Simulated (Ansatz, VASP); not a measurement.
TiSiTe4 in VASP and in Ansatz

```
Ti Si Te
1.0
     0.00000    4.40091    4.40091
     4.40091    0.00000    4.40091
     4.40091    4.40091    0.00000
Ti Si Te
1 1 4
Direct
  0.25000 0.25000 0.25000
  0.00000 0.00000 0.00000
  0.62471 0.62471 0.62471
  0.62471 0.62471 0.12587
  0.62471 0.12587 0.62471
  0.12587 0.62471 0.62471
```

Change from the starting cell: species swapped into the TmCdCu4 type (F-43m, No. 216).

Alike in both runs: functional PBE; k mesh 8 × 8 × 8; occupations gaussian, width 0.1 eV; collinear spin.

Ansatz relaxed the structure, and its values are those at the end. VASP's run is a single point on that final structure, the one shown.

|  | VASP | Ansatz |
| --- | --- | --- |
| version | VASP 6.6.1 | Ansatz 0.2.0 |
| potentials or method | VASP PAW PBE potentials, release 64 (Ti_sv, Si, Te), cutoff 520 eV | scalar-relativistic, plane waves, PAW |
| valence electrons in the cell | 40 | 80 |

```tsv
	VASP	Ansatz	Ansatz less VASP
gap on the k mesh at the Fermi level (eV)	none	none	-
pressure (GPa)	-1.1	0.0	+1.15
rms of the force components (eV/Å)	0.006	0.001	-0.0050
net moment per atom (μB)	0.00	0.31	+0.305
size of the moment on the site where the two differ most (μB)	0.00	1.86	+1.860
```

The net moments are unlike, so the other rows may belong to different states. Site moments also hang on the region over which each program counts them. A gap of «none» marks a metal or a gap that the smearing closes. VASP's potentials hold 40 valence electrons a cell and Ansatz's 80, so a difference there can come from the potentials and not from the codes. Ansatz's warnings: given moment on shells.

Spin-orbit coupling is off throughout.
